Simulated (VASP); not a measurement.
# Be4H (P-3m1) in VASP: notebook

Runs on Be4H. Level: PBE. Tasks: relaxation of cell and atoms, single point.

All numbers are computed with VASP 6.6.1; they aren't measurements. Logs are shortened: lines on timing, memory, paths and dates and some standing lists are left out, and cuts for length are marked.

## Step 1: The cell of the first run

Symmetry: P-3m1, No. 164, trigonal system. The conventional cell has a = 2.277 Å, b = 2.277 Å, c = 7.323 Å, α = 90.00°, β = 90.00°, γ = 120.00°. Within 2.2 Å of Be (site symmetry 3m) lie 3 H at 1.64 Å. Within 2.9 Å of Be (site symmetry 3m) lie 12 Be at 2.21 to 2.28 Å. H (site symmetry -3m) has 6 Be at 1.64 Å within 2.2 Å.

## Step 2: Relaxation of cell and atoms, PBE

Contents of INCAR:

```
SYSTEM = Be4H
PREC = Accurate ; ENCUT = 600
EDIFF = 1E-7 ; ISMEAR = 0
SIGMA = 0.1 ; LREAL = .False.
LASPH = .True. ; NELM = 60
ALGO = Normal ; ISIF = 3
LWAVE = .False. ; LCHARG = .False.
GGA = PE ; IBRION = 2
NSW = 90 ; EDIFFG = -0.04
```

Contents of KPOINTS:

```
regular mesh
0
Gamma
  12 12 4
  0 0 0
```

Contents of POSCAR:

```
Be4H
1.0
    2.2773260400      0.0000000000      0.0000000000
   -1.1386630200      1.9722222000      0.0000000000
    0.0000000000      0.0000000000      7.3226994800
Be H
4 1
Direct
    0.3333333300      0.6666666700      0.8658552800
    0.3333333300      0.6666666700      0.3767953500
    0.6666666700      0.3333333300      0.1341447200
    0.6666666700      0.3333333300      0.6232046500
    0.0000000000      0.0000000000      0.0000000000
```

Potentials or basis: VASP PAW PBE potentials, release 64 (Be, H).

Launch:

```
$ cat potpaw_PBE.64/Be/POTCAR potpaw_PBE.64/H/POTCAR > POTCAR
$ mpirun -np 1 vasp_std > vasp.out
```

OUTCAR:

```text
SYSTEM = Be4H
   PREC = Accurate
   ENCUT = 600
   EDIFF = 1E-7
   ISMEAR = 0
   LREAL = .False.
   LASPH = .True.
   NELM = 60
   ISIF = 3
   GGA = PE
   IBRION = 2
   NSW = 90
   EDIFFG = -0.04

 ion  position               nearest neighbor table
   1  0.333  0.667  0.866-   4 2.21   4 2.21   4 2.21   3 2.36   3 2.36   3 2.36
   2  0.333  0.667  0.377-   3 2.21   3 2.21   3 2.21   4 2.23   4 2.23   4 2.23
   3  0.667  0.333  0.134-   2 2.21   2 2.21   2 2.21   1 2.36   1 2.36   1 2.36
   4  0.667  0.333  0.623-   1 2.21   1 2.21   1 2.21   2 2.23   2 2.23   2 2.23
   5  0.000  0.000  0.000-

  LATTYP: Found a hexagonal cell.
 ALAT       =     2.2773260400
 C/A-ratio  =     3.2154813810

  Lattice vectors:

 A1 = (   2.2773260400,   0.0000000000,   0.0000000000)
 A2 = (  -1.1386630200,   1.9722222000,   0.0000000000)
 A3 = (   0.0000000000,   0.0000000000,   7.3226994800)

Analysis of symmetry for initial positions (statically):
=====================================================================
 Subroutine PRICEL returns:
 Original cell was already a primitive cell.

 Routine SETGRP: Setting up the symmetry group for a
 hexagonal supercell.

 Subroutine GETGRP returns: Found 12 space group operations
 (whereof 12 operations were pure point group operations)
 out of a pool of 24 trial point group operations.

The static configuration has the point symmetry D_3d.

Analysis of symmetry for dynamics (positions and initial velocities):
=====================================================================
 Subroutine PRICEL returns:
 Original cell was already a primitive cell.

 Routine SETGRP: Setting up the symmetry group for a
 hexagonal supercell.

 Subroutine GETGRP returns: Found 12 space group operations
 (whereof 12 operations were pure point group operations)
 out of a pool of 24 trial point group operations.

The dynamic configuration has the point symmetry D_3d.

 Subroutine INISYM returns: Found 12 space group operations
 (whereof 12 operations are pure point group operations),
 and found     1 'primitive' translations

----------------------------------------------------------------------------------------

                                     Primitive cell

  volume of cell :      32.8891

  direct lattice vectors                    reciprocal lattice vectors
[... 114 lines left out ...]
  volume/ion in A,a.u.               =       6.58        44.39
  Fermi-wavevector in a.u.,A,eV,Ry     =   1.062849  2.008493 15.369795  1.129648
  Thomas-Fermi vector in A             =   2.198314
   LORBIT       =      0    0 simple, 1 ext, 2 COOP (PROOUT), +10 PAW based schemes
   GGA     = PE    functional components
   LHFCALC =     F    Hartree Fock is set to
   AEXX    =    0.0000 exact exchange contribution
   IVDW    =     0    specifies the selected vdW correction
   LEPSILON=     F    determine dielectric tensor
   LRPA    =     F    only Hartree local field effects (RPA)
 conjugate gradient relaxation of ions
 non-spin polarized calculation
 Gauss-broadening in eV      SIGMA  =   0.10
  energy-cutoff  :      600.00
  volume of cell :       32.89
 maximum number of plane-waves:      1118
   NGX =  9   NGY =  9   NGZ = 29

--------------------------------------- Ionic step        1  -------------------------------------------

 number of electron       9.0000000 magnetization

 Free energy of the ion-electron system (eV)
  ---------------------------------------------------
  ext. energy  EPLUGINS =         0.00000000
  ---------------------------------------------------
  free energy    TOTEN  =       -16.60455575 eV

  energy without entropy =      -16.59795944  energy(sigma->0) =      -16.60125759

------------------------ aborting loop because EDIFF is reached ----------------------------------------

  FORCE on cell =-STRESS in cart. coord.  units (eV):
  Direction    XX          YY          ZZ          XY          YZ          ZX
  --------------------------------------------------------------------------------------
  -------------------------------------------------------------------------------------
  Total        2.7464278      2.7464278      1.9013749      0.0000000     -0.0000000      0.0000000
  in kB      133.7908798    133.7908794     92.6245428      0.0000000     -0.0000000      0.0000000
  external PRESSURE =     120.0687673 kB  Pullay stress =       0.0000000 kB
[... 98 lines left out ...]
  FREE ENERGIE OF THE ION-ELECTRON SYSTEM (eV)
  ---------------------------------------------------
  free  energy   TOTEN  =       -16.7696992051 eV

  energy  without entropy=      -16.7618729313  energy(sigma->0) =      -16.76578607

[... ionic steps 4 to 25 ...]

--------------------------------------- Ionic step       26  -------------------------------------------

 number of electron       9.0000000 magnetization

------------------------ aborting loop because EDIFF is reached ----------------------------------------
[... 73 lines left out ...]
--------------------------------------- Ionic step       28  -------------------------------------------

 number of electron       9.0000000 magnetization

 Free energy of the ion-electron system (eV)
  ---------------------------------------------------
  ext. energy  EPLUGINS =         0.00000000
  ---------------------------------------------------
  free energy    TOTEN  =       -17.14523368 eV

  energy without entropy =      -17.13821827  energy(sigma->0) =      -17.14172597

 E-fermi :   6.1172     XC(G=0): -10.4362

 val. band max:        6.0825475931   @ k =  -0.0833   0.3333   0.2500
 cond. band min:       6.1257030969   @ k =   0.4167   0.1667   0.2500
 fundamental gap:      0.0431555038
 Fermi energy:         6.1172335775

 k-point     1 :       0.0000    0.0000    0.0000
  band No.  band energies     occupation
      1      -5.5318      2.00000
      2      -3.9865      2.00000
      3      -3.2794      2.00000
      4       0.1602      2.00000
      5       3.1767      2.00000
      6      11.0053      0.00000
      7      11.4010      0.00000
      8      21.2538      0.00000
[... 243 lines left out ...]
 k-point    24 :       0.0000    0.1667    0.2500
  band No.  band energies     occupation
      1      -4.5867      2.00000
      2      -3.4982      2.00000
      3      -1.8703      2.00000
      4       0.4970      2.00000
      5       4.6318      2.00000
      6       9.4354      0.00000
      7      14.1321      0.00000
      8      18.3135      0.00000

 [... further k-points ...]
[... 5 lines left out ...]
  --------------------------------------------------------------------------------------
  -------------------------------------------------------------------------------------
  Total       -0.1559874     -0.1559874     -0.0238564     -0.0000000      0.0000000      0.0000000
  in kB       -6.8632257     -6.8632257     -1.0496482     -0.0000000      0.0000000      0.0000000
  external PRESSURE =      -4.9253666 kB  Pullay stress =       0.0000000 kB
[... 20 lines left out ...]
  FREE ENERGIE OF THE ION-ELECTRON SYSTEM (eV)
  ---------------------------------------------------
  free  energy   TOTEN  =       -17.1452336789 eV

  energy  without entropy=      -17.1382182685  energy(sigma->0) =      -17.14172597

 reached required accuracy - stopping structural energy minimisation
```

It took 6 min on 1 thread of Intel Xeon Platinum 8259CL at 2.50GHz (Skylake/Cascade Lake), shared host; peak memory 0.16 GiB.

Results:

```yaml
Free_energy: -17.1452 eV
Relaxed_volume: 7.28 Å³/atom
Relaxed_cell: a = 2.239 Å, b = 2.239 Å, c = 8.389 Å, α = 90.00°, β = 90.00°, γ = 120.00°
Space_group_after_relaxing_to_0.05_Å: P-3m1 (No. 164)
Energy_gained_by_relaxing: 108.1 meV/atom
Ionic_steps: 28
Pressure_after_relaxing: -0.5 GPa
Largest_force_after_relaxing: 0.027 eV/Å
```

Forces in eV/Å, atoms in the order of the input:
```
Be   0.000  0.000  0.002
Be   0.000  0.000  0.027
Be   0.000  0.000 -0.002
Be   0.000  0.000 -0.027
H    0.000  0.000  0.000
```

Step by step:
```csv
step,energy change (eV),largest force (eV/Å),pressure (GPa),volume (Å³)
1,0.0000,0.6753,12.01,32.89
2,-0.1457,0.4598,2.58,35.29
3,-0.1651,0.3576,-2.02,36.80
4,-0.1653,0.3671,-1.61,36.65
5,-0.1834,0.2593,-1.01,36.47
6,-0.1994,0.1953,0.54,36.07
7,-0.2151,0.1554,0.43,36.15
8,-0.2697,0.5012,0.09,36.35
9,-0.2214,1.9218,1.03,36.70
10,-0.2867,0.8917,0.16,36.46
11,-0.2845,1.1952,0.26,36.54
12,-0.2881,1.0173,0.19,36.49
13,-0.2893,1.0321,0.19,36.50
14,-0.2923,1.0766,0.17,36.52
15,-0.2960,1.1642,0.17,36.56
16,-0.2982,1.3210,0.24,36.63
17,-0.3062,1.2909,0.20,36.64
18,-0.3303,1.2031,0.09,36.66
19,-0.3754,1.0441,-0.15,36.70
20,-0.4494,0.7397,-0.65,36.77
21,-0.5063,0.3335,-1.08,36.87
22,-0.5071,0.2925,-1.06,36.87
23,-0.5124,0.2701,-0.91,36.79
24,-0.5252,0.2006,-0.41,36.55
25,-0.5377,0.0527,0.70,36.09
26,-0.5380,0.0230,0.93,36.00
27,-0.5399,0.0138,0.34,36.17
28,-0.5407,0.0271,-0.49,36.41
```

Final structure:
```
CELL_PARAMETERS angstrom
2.23876 0.00000 0.00000
-1.11938 1.93882 0.00000
0.00000 0.00000 8.38929
ATOMIC_POSITIONS crystal
Be 0.33333 0.66667 0.82818
Be 0.33333 0.66667 0.39118
Be 0.66667 0.33333 0.17182
Be 0.66667 0.33333 0.60882
H 0.00000 0.00000 0.00000
```

## Step 3: Single point, PBE

This run uses another cell than the first one, of 7.24 Å³/atom, 1.100 times its volume.

Contents of INCAR:

```
  ALGO = Normal
  EDIFF = 1E-6
  ENCUT = 520
  GGA = PE
  ISIF = 2
  ISMEAR = 0
  LASPH = True
  LCHARG = False
  LREAL = False
  LWAVE = False
  NBANDS = 12
  NELM = 80
  PREC = Accurate
  SIGMA = 0.1
```

Contents of KPOINTS:

```
k-points
0
Gamma
  18 18 6
```

Contents of POSCAR:

```
Be4H
1.0
    2.2212535137      0.0000000000      0.0000000000
   -1.1106267568      1.9236619711      0.0000000000
    0.0000000000      0.0000000000      8.4700498011
Be H
4 1
Direct
    0.3333333333      0.6666666667      0.8282771986
    0.3333333333      0.6666666667      0.3919885912
    0.6666666667      0.3333333333      0.1717228014
    0.6666666667      0.3333333333      0.6080114088
    0.0000000000      0.0000000000      0.0000000000
```

Potentials or basis: VASP PAW PBE potentials, release 64 (Be, H).

Launch:

```
$ cat potpaw_PBE.64/Be/POTCAR potpaw_PBE.64/H/POTCAR > POTCAR
$ mpirun -np 1 vasp_std > vasp.out
```

It took 77 s on 1 thread of Intel Xeon Platinum 8259CL at 2.50GHz (Skylake/Cascade Lake), shared host; peak memory 0.2 GiB.

Results (log left out):

| Item | Value |
| --- | --- |
| Free energy | -17.1518 eV |
| Pressure | 0.1 GPa |
| Largest force | 0.003 eV/Å |

Forces on the atoms (eV/Å):
```
Be   0.000  0.000  0.003
Be   0.000  0.000  0.001
Be   0.000  0.000 -0.003
Be   0.000  0.000 -0.001
H    0.000  0.000  0.000
```

Levels at points of the mesh, in eV from the Fermi level:
```tsv
k point	band 3	band 4	band 5	band 6	band 7	band 8
(0.00, 0.00, 0.00)	-9.45	-6.09	-3.13	4.58	4.90	14.74
(0.50, 0.00, 0.00)	-3.48	-2.64	-0.24	1.59	3.32	3.56
(0.00, 0.00, 0.50)	-8.30	-7.35	-1.70	1.45	9.93	9.99
(0.50, 0.00, 0.50)	-2.90	-2.76	-0.22	1.84	2.67	2.75
```
